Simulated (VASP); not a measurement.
SbOs (CsCl type): single point with PBE

SbOs (CsCl type):

```xyz
2
Lattice="2.6473 0.0000 0.0000 0.0000 2.6473 0.0000 0.0000 0.0000 2.6473" Properties=species:S:1:pos:R:3 pbc="T T T"
Os    0.0000    0.0000    0.0000
Sb    1.3236    1.3236    1.3236
```

This cell differs from its parent crystal: volume scaled by 0.52.

| Quantity | Value |
| --- | --- |
| Program | VASP 6.6.1 |
| Task | single point |
| Functional | PBE |
| Potentials or basis | VASP PAW PBE potentials, release 64 (Os, Sb) |
| Cutoff | 520 eV |
| k mesh | 12 × 12 × 12 |
| Occupations | fermi-dirac, width 0.05 eV |
| Spin | no spin polarisation |

```
Pressure : 593.4 GPa
```

Levels at points of the mesh, in eV from the Fermi level:
```
           k point  band 4  band 5  band 6  band 7  band 8  band 9  band 10  band 11
(0.00, 0.00, 0.00)   -2.94   -2.94   -2.94   -0.08   -0.08   -0.08    10.56    10.56
(0.50, 0.00, 0.00)   -8.98   -8.98   -3.61    0.22    3.97    9.61     9.61    10.09
(0.50, 0.50, 0.00)   -9.98   -5.64   -5.64    0.08    4.46    6.06     6.08     7.36
(0.50, 0.50, 0.50)   -6.74    0.48    0.48    1.81    1.81    1.81     6.76     8.63
```

It took 8.7 s on 1 thread of Intel(R) Xeon(R) 6975P-C (Granite Rapids) (shared host), peak memory 0.14 GiB.

Caveat: spin-orbit coupling is left out, which moves the levels of the heavy elements.
